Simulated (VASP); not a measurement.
# KCl: single point with r2SCAN

The system is KCl.

```
K Cl
1.0
     3.77081    0.00000    0.00000
     0.00000    3.77081    0.00000
     0.00000    0.00000    3.77081
K Cl
1 1
Direct
  0.00000 0.00000 0.00000
  0.50000 0.50000 0.50000
```

```yaml
Program: VASP 6.6.1
Task: single point
Functional: r2SCAN
Potentials_or_basis: VASP PAW PBE potentials, release 64 (K_sv, Cl)
Cutoff: 520 eV
k_mesh: 6 × 6 × 6
Occupations: methfessel-paxton, width 0.001 eV
Spin: no spin polarisation
```

```yaml
Pressure: 0.0 GPa
Band_gap_on_the_k_mesh: 5.81 eV, indirect (least direct gap 6.02 eV)
```

Levels at points of the mesh, in eV from the valence-band top:
```
           k point  band 6  band 7  band 8  band 9  band 10  band 11
(0.00, 0.00, 0.00)   -0.22   -0.22   -0.22    5.81     7.09     7.09
(0.50, 0.00, 0.00)   -1.90   -0.23   -0.23    8.56     8.74     9.32
(0.50, 0.50, 0.00)   -1.30   -1.30    0.00    6.86     8.08     9.73
(0.50, 0.50, 0.50)   -1.45   -1.45   -1.45    9.67     9.67     9.67
```

Run time: 46 s on 1 thread of Intel(R) Xeon(R) Platinum 8259CL CPU @ 2.50GHz (Skylake/Cascade Lake), on a shared host, peak memory 0.17 GiB.

Caveat: the PAW data sets were made with another functional, which shifts forces and pressure a little. r2SCAN opens gaps a little over a GGA but as a rule still falls short of measured ones.
